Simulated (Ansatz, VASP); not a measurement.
## One calculation of Ge, two programs

```
CELL_PARAMETERS angstrom
0.01061 2.82877 2.82877
2.82877 0.01061 2.82877
2.83938 2.83938 0.00000
ATOMIC_POSITIONS crystal
Ge 0.50000 0.50000 0.50000
Ge 0.75000 0.75000 0.75000
```

Change from the starting cell: strain +0.0075 x Voigt [0, 0, 0, 0, 0, 1], atoms carried along.

Alike in both runs: task single point; functional PBE; k mesh 14 × 14 × 14; occupations gaussian, width 0.15 eV; no spin polarisation.

|  | VASP | Ansatz |
| --- | --- | --- |
| version | VASP 6.6.1 | Ansatz 0.2.0 |
| potentials or method | VASP PAW PBE potentials, release 64 (Ge_d), cutoff 520 eV | scalar-relativistic, plane waves, PAW |
| valence electrons in the cell | 28 | 28 |

|  | VASP | Ansatz | Ansatz less VASP |
| --- | --- | --- | --- |
| gap on the k mesh at the Fermi level (eV) | none | none | - |
| pressure (GPa) | 3.6 | 3.7 | +0.07 |
| traceless stress, the component that is largest in VASP (GPa) | -0.65 | -0.65 | +0.001 |
| rms of the force components (eV/Å) | 0.040 | 0.040 | +0.0003 |

Atom by atom the forces differ by 0.000 eV/Å (rms over components). A gap of «none» marks a metal or a gap that the smearing closes.
